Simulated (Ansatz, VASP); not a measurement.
# One calculation of Ti, two programs

```
Ti
1.0
     2.95000    0.00000    0.00000
    -1.47500    2.55477    0.00000
     0.00000    0.00000    4.68000
Ti
2
Direct
  0.66667 0.33333 0.75000
  0.33333 0.66667 0.25000
```

Alike in both runs: task single point; functional PBE; k mesh 10 × 10 × 6; occupations gaussian, width 0.012 eV; no spin polarisation.

|  | VASP | Ansatz |
| --- | --- | --- |
| version | VASP 6.6.1 | Ansatz 0.2.0 |
| potentials or method | VASP PAW PBE potentials, release 64 (Ti_sv), cutoff 520 eV | all-electron LAPW, scalar-relativistic |

VASP gave:

```
gap on the k mesh at the Fermi level (eV)                     : none
pressure (GPa)                                                : -1.7
traceless stress, the component that is largest in VASP (GPa) : -0.20
```

Which values does Ansatz return?

gap on the k mesh at the Fermi level (eV): none; pressure (GPa): -1.4; traceless stress, the component that is largest in VASP (GPa): -0.20.

A gap of «none» marks a metal or a gap that the smearing closes. Ansatz ran all-electron here, and VASP with PAW potentials.
